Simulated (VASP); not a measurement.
HfH3F:

```
Hf H F
1.0
     3.54798    0.00000    0.00000
     0.00000    3.54798    0.00000
     0.00000    0.00000    3.54798
Hf H F
1 3 1
Direct
  0.00000 0.00000 0.00000
  0.50000 0.00000 0.00000
  0.00000 0.50000 0.00000
  0.00000 0.00000 0.50000
  0.50000 0.50000 0.50000
```

The cell was built from a structure type or drawn by symmetry, and may not be a known phase.

```yaml
Program: VASP 6.6.1
Task: relaxation of cell and atoms
Functional: PBE
Potentials_or_basis: VASP PAW PBE potentials, release 64 (Hf_pv, H, F)
Cutoff: 600 eV
k_mesh: 3 × 3 × 3
Occupations: gaussian, width 0.15 eV
Spin: no spin polarisation
```

At the start: pressure 16.8 GPa; volume 8.93 Å³/atom.

**Question.** Where does the relaxation end?

**Answer.** Over 3 steps the energy falls by 66.6 meV/atom and the volume is 10.38 Å³/atom (+16.2 %); space group Pm-3m (No. 221, to 0.1 Å) before and after.

The path:
```
step  energy change (eV)  largest force (eV/Å)  pressure (GPa)  volume (Å³)
   1              0.0000                0.0000           16.79        44.66
   2             -0.3292                0.0000            1.43        50.99
   3             -0.3328                0.0000           -0.14        51.91
```

Final structure:
```
Hf H F
1.0
     3.73029    0.00000    0.00000
     0.00000    3.73029    0.00000
     0.00000    0.00000    3.73029
Hf H F
1 3 1
Direct
  0.00000 0.00000 0.00000
  0.50000 0.00000 0.00000
  0.00000 0.50000 0.00000
  0.00000 0.00000 0.50000
  0.50000 0.50000 0.50000
```

Caveat: the k points lie up to 0.56 Å⁻¹ apart in the final cell; the volume moved by over 15 % at a fixed basis, so the end points are rough.
